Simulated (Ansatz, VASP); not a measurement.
## Si in VASP and in Ansatz

```
CELL_PARAMETERS angstrom
0.00000 2.71500 2.71500
2.71500 0.00000 2.71500
2.71500 2.71500 0.00000
ATOMIC_POSITIONS crystal
Si 0.50000 0.50000 0.50000
Si 0.75000 0.75000 0.75000
```

Alike in both runs: task single point; functional r2SCAN; k mesh 12 × 12 × 12; occupations gaussian, width 0.05 eV; no spin polarisation.

|  | VASP | Ansatz |
| --- | --- | --- |
| version | VASP 6.6.1 | Ansatz 0.2.0 |
| potentials or method | VASP PAW PBE potentials, release 64 (Si), cutoff 520 eV | scalar-relativistic, plane waves, PAW |
| valence electrons in the cell | 8 | 8 |

|  | VASP | Ansatz | Ansatz less VASP |
| --- | --- | --- | --- |
| gap on the k mesh at the Fermi level (eV) | 0.77 | 0.76 | -0.015 |
| least direct gap on the mesh (eV) | 2.76 | 2.74 | -0.016 |
| pressure (GPa) | 0.5 | 0.8 | +0.24 |

VASP's potentials were made for PBE, not for r2SCAN.
